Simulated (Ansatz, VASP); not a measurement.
**GaN in VASP and in Ansatz**

```
CELL_PARAMETERS angstrom
2.97857 0.00000 0.00000
-1.48929 2.57952 0.00000
0.00000 0.00000 6.52317
ATOMIC_POSITIONS crystal
Ga 0.00000 0.50000 0.16667
Ga 0.50000 0.50000 0.83333
Ga 0.50000 0.00000 0.50000
N 0.50000 0.50000 0.33333
N 0.50000 0.00000 0.00000
N 0.00000 0.50000 0.66667
```

Alike in both runs: task single point; functional PBE; k mesh 6 × 6 × 4; occupations gaussian, width 0.1 eV; no spin polarisation.

|  | VASP | Ansatz |
| --- | --- | --- |
| version | VASP 6.6.1 | Ansatz 0.2.0 |
| potentials or method | VASP PAW PBE potentials, release 64 (Ga_d, N), cutoff 520 eV | scalar-relativistic, plane waves, PAW |
| valence electrons in the cell | 54 | 54 |

|  | VASP | Ansatz | Ansatz less VASP |
| --- | --- | --- | --- |
| gap on the k mesh at the Fermi level (eV) | 2.79 | 2.77 | -0.022 |
| least direct gap on the mesh (eV) | 2.79 | 2.77 | -0.022 |

The functional is the same, so the differences come from potentials, cutoffs and numerics.
